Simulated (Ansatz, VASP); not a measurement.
## Al2O3: VASP beside Ansatz

```
CELL_PARAMETERS angstrom
4.59259 0.00000 0.00000
0.00000 9.57312 0.00000
0.00000 0.00000 2.97459
ATOMIC_POSITIONS crystal
Al 0.41388 0.33100 0.50000
Al 0.58612 0.66900 0.50000
Al 0.91388 0.16900 0.00000
Al 0.08612 0.83100 0.00000
O 0.73156 0.22269 0.50000
O 0.00000 0.00000 0.00000
O 0.76844 0.72269 0.00000
O 0.23156 0.27731 0.00000
O 0.26844 0.77731 0.50000
O 0.50000 0.50000 0.50000
```

Alike in both runs: task single point; functional LDA; k mesh 6 × 4 × 8; occupations gaussian, width 0.05 eV; no spin polarisation.

```csv
,VASP,Ansatz
version,VASP 6.6.1,Ansatz 0.2.0
potentials or method,"VASP PAW LDA potentials, release 64 (Al, O), cutoff 520 eV","scalar-relativistic, plane waves, PAW"
valence electrons in the cell,48,48
```

```tsv
	VASP	Ansatz	Ansatz less VASP
gap on the k mesh at the Fermi level (eV)	3.46	3.47	+0.010
least direct gap on the mesh (eV)	3.46	3.47	+0.010
pressure (GPa)	0.8	0.0	-0.86
traceless stress, the component that is largest in VASP (GPa)	0.53	0.01	-0.519
rms of the force components (eV/Å)	0.031	0.001	-0.0296
```

LDA's correlation is that of Perdew and Zunger in VASP and of Perdew and Wang (1992) in Ansatz. Atom by atom the forces differ by 0.030 eV/Å (rms over components).
